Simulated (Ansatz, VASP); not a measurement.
## Ta in VASP and in Ansatz

```
CELL_PARAMETERS angstrom
4.92783 0.00000 0.00000
-2.46392 4.26763 0.00000
0.00000 0.00000 2.76674
ATOMIC_POSITIONS crystal
Ta 0.00000 0.00000 0.00000
Ta 0.33333 0.66667 0.50000
Ta 0.66667 0.33333 0.50000
```

Alike in both runs: task single point; functional PBE; k mesh 9 × 9 × 13; occupations fermi-dirac, width 0.1 eV; no spin polarisation.

```csv
,VASP,Ansatz
version,VASP 6.6.1,Ansatz 0.2.0
potentials or method,"VASP PAW PBE potentials, release 64 (Ta_pv), cutoff 520 eV","plane waves (420 eV) with PAW, scalar-relativistic"
valence electrons in the cell,33,39
```

```csv
,VASP,Ansatz,Ansatz less VASP
pressure (GPa),-6.7,-6.7,-0.06
"traceless stress, the component that is largest in VASP (GPa)",-0.56,-0.60,-0.033
```

The functional is the same, so the differences come from potentials, cutoffs and numerics. VASP's potentials hold 33 valence electrons a cell and Ansatz's 39, so a difference there can come from the potentials and not from the codes.

Neither program's run includes spin-orbit coupling.
